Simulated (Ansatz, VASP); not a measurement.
One calculation of Zn, two programs

```
CELL_PARAMETERS angstrom
0.00000 1.96478 1.96478
1.96478 0.00000 1.96478
1.96478 1.96478 0.00000
ATOMIC_POSITIONS crystal
Zn 0.00000 0.00000 0.00000
```

Alike in both runs: task single point; functional PBEsol; k mesh 12 × 12 × 12; occupations gaussian, width 0.1 eV; no spin polarisation.

|  | VASP | Ansatz |
| --- | --- | --- |
| version | VASP 6.6.1 | Ansatz 0.2.0 |
| potentials or method | VASP PAW PBE potentials, release 64 (Zn), cutoff 520 eV | all-electron LAPW, scalar-relativistic |

Ansatz gave:

| Quantity | Value |
| --- | --- |
| gap on the k mesh at the Fermi level (eV) | none |
| pressure (GPa) | -5.2 |

Q: Estimate VASP's values.

A: gap on the k mesh at the Fermi level (eV): none; pressure (GPa): -4.9.

VASP's potentials were made for PBE, not for PBEsol. A gap of «none» marks a metal or a gap that the smearing closes. Ansatz ran all-electron here, and VASP with PAW potentials.
